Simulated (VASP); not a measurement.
Input of a VASP 6.6.1 run:

INCAR

```
PREC = Accurate
ENCUT = 520
EDIFF = 1E-7
ISMEAR = 0
SIGMA = 0.05
LREAL = F
LASPH = T
NELM = 60
ALGO = Normal
ISIF = 2
LWAVE = F
LCHARG = F
GGA = PS
NBANDS = 11
```

The input KPOINTS:

```
Automatic mesh
0
Gamma
  15 15 15
```

Contents of POSCAR:

```
C
1.0
    1.1973256878      0.6912763082      3.2633355684
   -1.1973256878      0.6912763082      3.2633355684
    0.0000000000     -1.3825526163      3.2633355684
C
2
Direct
    0.1640000000      0.1640000000      0.1640000000
    0.8360000000      0.8360000000      0.8360000000
```

Potentials or basis: VASP PAW PBE potentials, release 64 (C).

Launch:

```console
$ cat potpaw_PBE.64/C/POTCAR > POTCAR
$ mpirun -np 1 vasp_std > vasp.out
```

(1) Predict the pressure.

(2) Estimate the largest force.

Results:

(1) 26.7 GPa.

(2) 0.813 eV/Å.

Caveat: the cell differs from its parent crystal (strain -0.025 along x and y, -0.025 along z); the cell stands under pressure; this functional lacks dispersion, which binds the layers, so the pressure and a relaxed spacing across them are unreliable; the PAW data sets were made with another functional, which shifts forces and pressure a little.
